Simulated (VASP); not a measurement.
Runs of VASP 6.6.1 on Pd. The structure is that of space group Fm-3m (No. 225), or close to it. The cells are those of the table. 

```tsv
task	cell	k mesh	cutoff (eV)	gap on the mesh (eV)	pressure (GPa)	relaxed volume (Å³/atom)
single point	a = 2.788 Å, angles 60.0°, 1 atom	24 × 24 × 24	520	none	-0.2	-
single point	a = 2.770 Å, angles 60.0°, 1 atom	8 × 8 × 8	520	none	(a)	-
relaxation of cell and atoms	relaxed from a = 2.770 Å, angles 60.0°, 1 atom	8 × 8 × 8	600	none	0.0	15.36
relaxation of cell and atoms	relaxed from a = 2.786 Å, angles 60.0°, 1 atom	24 × 24 × 24	600	none	0.0	-
relaxation of cell and atoms	relaxed from a = 2.793 Å, angles 60.0°, 1 atom	24 × 24 × 24	600	none	0.0	(b)
single point	a = 2.793 Å, angles 60.0°, 1 atom	8 × 8 × 8	520	none	-0.4	-
```

Alike in all rows: level PBE; potentials or basis VASP PAW PBE potentials, release 64 (Pd); no spin polarisation; smearing gaussian 0.1 eV.

Problem. Estimate the missing entries.

Solution. (a) 3.9; (b) 15.29.

Caveats: the relaxation stopped at its first step, so nothing moved (some runs).

A k mesh can miss the band edges, and the runs leave out spin-orbit coupling on Pd.

A gap of «none» marks levels without a gap at the run's occupations.
